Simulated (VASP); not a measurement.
NbTe, 2 atoms in the cell. Symmetry: P-6m2, No. 187, hexagonal system. The conventional cell has a = 3.752 Å, b = 3.752 Å, c = 3.743 Å, α = 90.00°, β = 90.00°, γ = 120.00°. Within 3.8 Å of Te (site symmetry -6m2) lie 6 Nb at 2.86 Å and 8 Te at 3.74 to 3.75 Å. Nb (site symmetry -6m2) has 6 Te at 2.86 Å and 8 Nb at 3.74 to 3.75 Å within 3.8 Å. 

```yaml
Program: VASP 6.6.1
Task: single point
Functional: LDA
Potentials_or_basis: VASP PAW LDA potentials, release 64 (Te, Nb_sv)
Cutoff: 520 eV
k_mesh: 8 × 8 × 7
Occupations: fermi-dirac, width 0.05 eV
Spin: no spin polarisation
Dipole_correction: no
Further_INCAR_settings: ALGO = Normal; EDIFF = 1e-07; NBANDS = 16
```

Potentials or basis: VASP PAW LDA potentials, release 64 (Te, Nb_sv).

Command:

```console
$ cat potpaw_LDA.64/Te/POTCAR potpaw_LDA.64/Nb_sv/POTCAR > POTCAR
$ mpirun -np 1 vasp_std > vasp.out
```

Hardware: 1 thread of AMD EPYC 9R45 96-Core Processor (Zen 5) (shared host).

**Question.** Estimate the wall time of this run.

**Answer.** Run time: 15 s on 1 thread of AMD EPYC 9R45 96-Core Processor (Zen 5), on a shared host, peak memory 0.13 GiB. Counts: scf iterations 13, k points 40.
